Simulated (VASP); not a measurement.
# BiTe (Fm-3m) in VASP: further runs

Runs on BiTe. Level: PBEsol. Tasks: single point.

Program: VASP 6.6.1. These are calculated values, not measurements. Logs are shortened: lines on timing, memory, paths and dates and some standing lists are left out, and cuts for length are marked.

### 1 The cell of the first run

Symmetry: Fm-3m, No. 225, cubic system. Conventional cell: a = 6.470 Å, b = 6.470 Å, c = 6.470 Å, α = 90.00°, β = 90.00°, γ = 90.00°. Within 4.3 Å of Bi (site symmetry m-3m) lie 6 Te at 3.23 Å. Within 4.3 Å of Te (site symmetry m-3m) lie 6 Bi at 3.23 Å.

### 2 Single point, PBEsol

File INCAR:

```
PREC = Accurate ; ENCUT = 500
EDIFF = 1E-6 ; ISMEAR = 1
SIGMA = 0.1 ; LREAL = False
LASPH = True ; NELM = 120
ALGO = Normal ; ISIF = 2
LWAVE = False ; LCHARG = True
GGA = PS ; LELF = True
LVHAR = True ; NBANDS = 18
GGA_COMPAT = False
```

File KPOINTS:

```
regular mesh
0
Gamma
  7 7 7
```

File POSCAR:

```
BiTe
1.0
    0.0000000000      3.2350000000      3.2350000000
    3.2350000000      0.0000000000      3.2350000000
    3.2350000000      3.2350000000      0.0000000000
Bi Te
1 1
Direct
    0.0000000000      0.0000000000      0.0000000000
    0.5000000000      0.5000000000      0.5000000000
```

Potentials or basis: VASP PAW PBE potentials, release 64 (Bi_d, Te).

Started as:

```bash
> cat potpaw_PBE.64/Bi_d/POTCAR potpaw_PBE.64/Te/POTCAR > POTCAR
> mpirun -np 1 vasp_std > vasp.out
```

OUTCAR:

```text
PREC = Accurate
   ENCUT = 500
   EDIFF = 1E-6
   ISMEAR = 1
   LREAL = False
   LASPH = True
   NELM = 120
   ISIF = 2
   GGA = PS

 ion  position               nearest neighbor table
   1  0.000  0.000  0.000-   2 3.23   2 3.23   2 3.23   2 3.23   2 3.23   2 3.23
   2  0.500  0.500  0.500-   1 3.23   1 3.23   1 3.23   1 3.23   1 3.23   1 3.23

  LATTYP: Found a face centered cubic cell.
 ALAT       =     6.4700000000

  Lattice vectors:

 A1 = (   0.0000000000,   3.2350000000,   3.2350000000)
 A2 = (   3.2350000000,   0.0000000000,   3.2350000000)
 A3 = (   3.2350000000,   3.2350000000,   0.0000000000)

Analysis of symmetry for initial positions (statically):
=====================================================================
 Subroutine PRICEL returns:
 Original cell was already a primitive cell.

 Routine SETGRP: Setting up the symmetry group for a
 face centered cubic supercell.

 Subroutine GETGRP returns: Found 48 space group operations
 (whereof 48 operations were pure point group operations)
 out of a pool of 48 trial point group operations.

The static configuration has the point symmetry O_h .

Analysis of symmetry for dynamics (positions and initial velocities):
=====================================================================
 Subroutine PRICEL returns:
 Original cell was already a primitive cell.

 Routine SETGRP: Setting up the symmetry group for a
 face centered cubic supercell.

 Subroutine GETGRP returns: Found 48 space group operations
 (whereof 48 operations were pure point group operations)
 out of a pool of 48 trial point group operations.

The dynamic configuration has the point symmetry O_h .

 Subroutine INISYM returns: Found 48 space group operations
 (whereof 48 operations are pure point group operations),
 and found     1 'primitive' translations

----------------------------------------------------------------------------------------

                                     Primitive cell

  volume of cell :      67.7100

  direct lattice vectors                    reciprocal lattice vectors
     0.000000000  3.235000000  3.235000000    -0.154559505  0.154559505  0.154559505
     3.235000000  0.000000000  3.235000000     0.154559505 -0.154559505  0.154559505
     3.235000000  3.235000000  0.000000000     0.154559505  0.154559505 -0.154559505

  length of vectors
[... 74 lines left out ...]
   LASPH  =      T    aspherical Exc in radial PAW
   ENCUT  =  500.0 eV  36.75 Ry    6.06 a.u.   8.34  8.34  8.34*2*pi/ulx,y,z
   NELM   =    120;   NELMIN=  2; NELMDL= -5     # of ELM steps
   EDIFF  = 0.1E-05   stopping-criterion for ELM
   LREAL  =      F    real-space projection
   EDIFFG = 0.1E-04   stopping-criterion for IOM
   NSW    =      0    number of steps for IOM
   IBRION =     -1    ionic relax: 0-MD 1-quasi-New 2-CG
   NFREE  =      0    steps in history (QN), initial steepest desc. (CG)
   ISIF   =      2    stress and relaxation
   ISYM   =      2    0-nonsym 1-usesym 2-fastsym
   POTIM  = 0.5000    time-step for ionic-motion
   TEBEG  =    0.0;   TEEND  =   0.0 temperature during run
   PSTRESS=    0.0 pullay stress
   NELECT =      21.0000    total number of electrons
   NUPDOWN=      -1.0000    fix difference up-down
   EMIN   =  10.00;   EMAX   =-10.00  energy-range for DOS
   EFERMI =   0.00;   METHOD = LEGACY
   ISMEAR =     1;   SIGMA  =   0.10  broadening in eV -4-tet -1-fermi 0-gaus
   EFERMI_NEDOS =   21; number of points for ismear=-14 and -15
   IALGO  =     38    algorithm
   IMIX   =      4    mixing-type and parameters
     AMIX     =   0.40;   BMIX     =  1.00
     AMIX_MAG =   1.60;   BMIX_MAG =  1.00
  volume/ion in A,a.u.               =      33.86       228.46
  Fermi-wavevector in a.u.,A,eV,Ry     =   1.108146  2.094092 16.707785  1.227988
  Thomas-Fermi vector in A             =   2.244669
   LORBIT       =      0    0 simple, 1 ext, 2 COOP (PROOUT), +10 PAW based schemes
   GGA     = PS    functional components
   LHFCALC =     F    Hartree Fock is set to
   AEXX    =    0.0000 exact exchange contribution
   IVDW    =     0    specifies the selected vdW correction
   LEPSILON=     F    determine dielectric tensor
   LRPA    =     F    only Hartree local field effects (RPA)
 non-spin polarized calculation
 Methfessel and Paxton  Order N= 1 SIGMA  =   0.10
  energy-cutoff  :      500.00
  volume of cell :       67.71
 maximum number of plane-waves:      1759
 NGX is ok and might be reduce to    36
   NGX = 17   NGY = 17   NGZ = 17

 number of electron      21.0000001 magnetization

 Free energy of the ion-electron system (eV)
  ---------------------------------------------------
  ext. energy  EPLUGINS =         0.00000000
  ---------------------------------------------------
  free energy    TOTEN  =        -7.94699706 eV

  energy without entropy =       -7.94198622  energy(sigma->0) =       -7.94532678

 E-fermi :   6.5205     XC(G=0):  -9.5912

 val. band max:        6.4960342241   @ k =  -0.4286   0.1429   0.0000
 cond. band min:       6.5277270872   @ k =  -0.4286   0.1429   0.0000
 fundamental gap:      0.0316928630
 Fermi energy:         6.5205469103

 k-point     1 :       0.0000    0.0000    0.0000
  band No.  band energies     occupation
      1     -16.5723      2.00000
      2     -16.5723      2.00000
      3     -16.5682      2.00000
      4     -16.5682      2.00000
      5     -16.5682      2.00000
      6      -7.0396      2.00000
[... 397 lines left out ...]
      5     -16.5582      2.00000
      6      -4.7708      2.00000
[... 10 lines left out ...]
     17      15.8645      0.00000
     18      16.7240      0.00000

------------------------ aborting loop because EDIFF is reached ----------------------------------------

  FORCE on cell =-STRESS in cart. coord.  units (eV):
  Direction    XX          YY          ZZ          XY          YZ          ZX
  --------------------------------------------------------------------------------------
  -------------------------------------------------------------------------------------
  Total       -0.6483818     -0.6483818     -0.6483818      0.0000000     -0.0000000     -0.0000000
  in kB      -15.3422324    -15.3422324    -15.3422324      0.0000000     -0.0000000     -0.0000000
  external PRESSURE =     -15.3422324 kB  Pullay stress =       0.0000000 kB

 VOLUME and BASIS-vectors are now :
 -----------------------------------------------------------------------------
  energy-cutoff  :      500.00
  volume of cell :       67.71
      direct lattice vectors                 reciprocal lattice vectors
     0.000000000  3.235000000  3.235000000    -0.154559505  0.154559505  0.154559505
     3.235000000  0.000000000  3.235000000     0.154559505 -0.154559505  0.154559505
     3.235000000  3.235000000  0.000000000     0.154559505  0.154559505 -0.154559505

 POSITION                                       TOTAL-FORCE (eV/Angst)
 -----------------------------------------------------------------------------------
      0.00000      0.00000      0.00000         0.000000      0.000000     -0.000000
      3.23500      3.23500      3.23500         0.000000     -0.000000      0.000000
 -----------------------------------------------------------------------------------
    total drift:                               -0.000000      0.000000      0.000000

  FREE ENERGIE OF THE ION-ELECTRON SYSTEM (eV)
  ---------------------------------------------------
  free  energy   TOTEN  =        -7.9469970613 eV

  energy  without entropy=       -7.9419862221  energy(sigma->0) =       -7.94532678
```

OSZICAR:

```text
N       E                     dE             d eps       ncg     rms          rms(c)
DAV:   1     0.159154383164E+03    0.15915E+03   -0.96347E+03   720   0.109E+03
DAV:   2     0.399648629364E+01   -0.15516E+03   -0.15062E+03   772   0.306E+02
DAV:   3    -0.763391302154E+01   -0.11630E+02   -0.11453E+02   876   0.881E+01
DAV:   4    -0.796364286586E+01   -0.32973E+00   -0.32930E+00   874   0.160E+01
DAV:   5    -0.797744201487E+01   -0.13799E-01   -0.13798E-01  1000   0.302E+00    0.655E+00
DAV:   6    -0.794652842099E+01    0.30914E-01   -0.91704E-02  1044   0.200E+00    0.402E+00
DAV:   7    -0.794744173592E+01   -0.91331E-03   -0.23584E-02   798   0.861E-01    0.556E-01
DAV:   8    -0.794694329252E+01    0.49844E-03   -0.39365E-03   912   0.446E-01    0.104E-01
DAV:   9    -0.794699977151E+01   -0.56479E-04   -0.39042E-04   780   0.119E-01    0.429E-02
DAV:  10    -0.794699882439E+01    0.94712E-06   -0.17827E-05   936   0.241E-02    0.257E-02
DAV:  11    -0.794699764011E+01    0.11843E-05   -0.47217E-06   830   0.128E-02    0.572E-03
DAV:  12    -0.794699706130E+01    0.57880E-06   -0.72598E-07   416   0.673E-03
   1 F= -.79469971E+01 E0= -.79453268E+01  d E =-.501084E-02
```

stdout:

```text
POSCAR found type information on POSCAR BiTe
 POSCAR found :  2 types and       2 ions
 scaLAPACK will be used
 -----------------------------------------------------------------------------
|                                                                             |
|                                                                             |
|     You enforced a specific xc type in the INCAR file but a different       |
|     I HOPE YOU KNOW WHAT YOU ARE DOING!                                     |
|                                                                             |
 -----------------------------------------------------------------------------

 LDA part: xc-table for (Slater+PW92), standard interpolation
 POSCAR, INCAR and KPOINTS ok, starting setup
 FFT: planning ... GRIDC
 FFT: planning ... GRID_SOFT
 FFT: planning ... GRID
 WAVECAR not read
 entering main loop
```

It took 10 s on 1 thread of Intel Xeon Platinum 8481C at 2.70GHz (Sapphire Rapids), shared host; peak memory 0.2 GiB.

What came out:

```
Free energy            : -7.9470 eV
Pressure               : -1.5 GPa
Band gap on the k mesh : zero (an odd number of electrons rules out a gap without spin polarisation)
```

Levels at points of the mesh, in eV from the Fermi level:
| k point | band 8 | band 9 | band 10 | band 11 | band 12 | band 13 |
| --- | --- | --- | --- | --- | --- | --- |
| (0.00, 0.00, 0.00) | -2.56 | -2.56 | -2.56 | 2.12 | 2.12 | 2.12 |

Caveat: the PAW data sets were made with another functional, which shifts forces and pressure a little; spin-orbit coupling is left out, which moves the levels of the heavy elements.

### 3 Single point, PBEsol

File INCAR:

```
SYSTEM = BiTe
ALGO     = Normal         ! electronic algorithm
EDIFF    = 1E-6           ! SCF threshold, eV
ENCUT    = 500            ! plane-wave cutoff, eV
GGA      = PS             ! functional
GGA_COMPAT= .False.      
ISIF     = 2              ! what is computed and relaxed
ISMEAR   = 1              ! smearing method
LASPH    = .True.         ! aspherical terms in the spheres
LCHARG   = .False.        ! write CHGCAR
LREAL    = .False.        ! projectors in reciprocal space
LWAVE    = .False.        ! write WAVECAR
NBANDS   = 18             ! bands
NELM     = 120            ! most SCF steps
PREC     = Accurate       ! precision mode
SIGMA    = 0.1            ! smearing width, eV
```

File KPOINTS:

```
k-points
0
Gamma
  7 7 7
  0 0 0
```

POSCAR is that of step 2.

Potentials or basis: VASP PAW PBE potentials, release 64 (Bi_d, Te).

Started as:

```bash
> cat potpaw_PBE.64/Bi_d/POTCAR potpaw_PBE.64/Te/POTCAR > POTCAR
> mpirun -np 1 vasp_std > vasp.out
```

Run time: 9.8 s. Hardware: 1 thread of Intel Xeon Platinum 8481C at 2.70GHz (Sapphire Rapids), shared host; peak memory 0.21 GiB.

Results (log left out):

| Quantity | Value |
| --- | --- |
| Free energy | -7.9470 eV |
| Pressure | -1.5 GPa |
| Band gap on the k mesh | zero (an odd number of electrons rules out a gap without spin polarisation) |

Levels at points of the mesh, in eV from the Fermi level:
| k point | band 6 | band 7 | band 8 | band 9 | band 10 | band 11 | band 12 | band 13 | band 14 | band 15 |
| --- | --- | --- | --- | --- | --- | --- | --- | --- | --- | --- |
| (0.00, 0.00, 0.00) | -13.56 | -8.17 | -2.56 | -2.56 | -2.56 | 2.12 | 2.12 | 2.12 | 4.61 | 4.61 |

Caveat: the PAW data sets were made with another functional, which shifts forces and pressure a little; spin-orbit coupling is left out, which moves the levels of the heavy elements.
